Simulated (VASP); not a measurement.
**Ge: single point with PBEsol**

Ge:

```
Ge
1.0
     0.00000    0.00000   -2.64273
     2.76521    0.00000    0.00000
     0.00000   -5.03900    0.00000
Ge
2
Direct
  0.93378 0.50000 0.00000
  0.06622 0.00000 0.50000
```

This cell differs from its parent crystal: mode 5 (55.6 1/cm) frozen in, largest displacement +0.175 Å.

```json
{"Program": "VASP 6.6.1", "Task": "single point", "Functional": "PBEsol", "Potentials or basis": "VASP PAW PBE potentials, release 64 (Ge_d)", "Cutoff": "520 eV", "k mesh": "22 × 22 × 12", "Occupations": "gaussian, width 0.15 eV", "Spin": "no spin polarisation"}
```

```yaml
Pressure: 0.0 GPa
Largest_force: 0.146 eV/Å
Band_gap_on_the_k_mesh: zero (band 14 reaches 12.07 eV, above the bottom of band 15 at 4.41 eV)
```

Forces in eV/Å, atoms in the order of the input:
```
Ge   0.000  0.000 -0.146
Ge   0.000  0.000  0.146
```

Stress tensor (GPa, compression positive):
```
 0.92  0.00  0.00
 0.00 -1.23  0.00
 0.00  0.00  0.43
```

Levels at points of the mesh, in eV from the Fermi level:
```
           k point  band 10  band 11  band 12  band 13  band 14  band 15  band 16  band 17  band 18  band 19
(0.00, 0.00, 0.00)   -24.49   -13.43    -8.72    -5.89     5.06     7.23     7.74     8.91     9.00     9.02
(0.50, 0.00, 0.00)   -24.43    -9.26    -6.39    -4.11    -2.42    -2.39     2.72     8.29    11.34    11.74
(0.00, 0.50, 0.00)   -24.52    -8.71    -8.71    -3.19    -3.19    -0.87    -0.87    10.93    10.93    15.18
(0.50, 0.50, 0.00)   -24.41    -4.46    -4.46    -2.18    -2.18     0.61     0.61     2.56     2.56     5.24
(0.00, 0.00, 0.50)   -24.49   -11.99   -11.99     0.20     0.20     6.47     6.47     8.29     8.29    10.17
(0.50, 0.00, 0.50)   -24.47    -7.85    -7.85    -4.88    -4.88     3.90     3.90     8.27     8.27     9.65
(0.00, 0.50, 0.50)   -24.51    -8.06    -8.06    -5.73    -5.73     3.69     3.69     7.75     7.75    11.12
(0.50, 0.50, 0.50)   -24.40    -3.52    -3.52    -2.36    -2.36    -1.89    -1.89     3.01     3.01     7.26
```

It took 16 min on 1 thread of AMD EPYC 7R13, on a shared host, peak memory 0.62 GiB.

Caveat: the cell differs from its parent crystal (mode 5 (55.6 1/cm) frozen in, largest displacement +0.175 Å); the PAW data sets were made with another functional, which shifts forces and pressure a little.
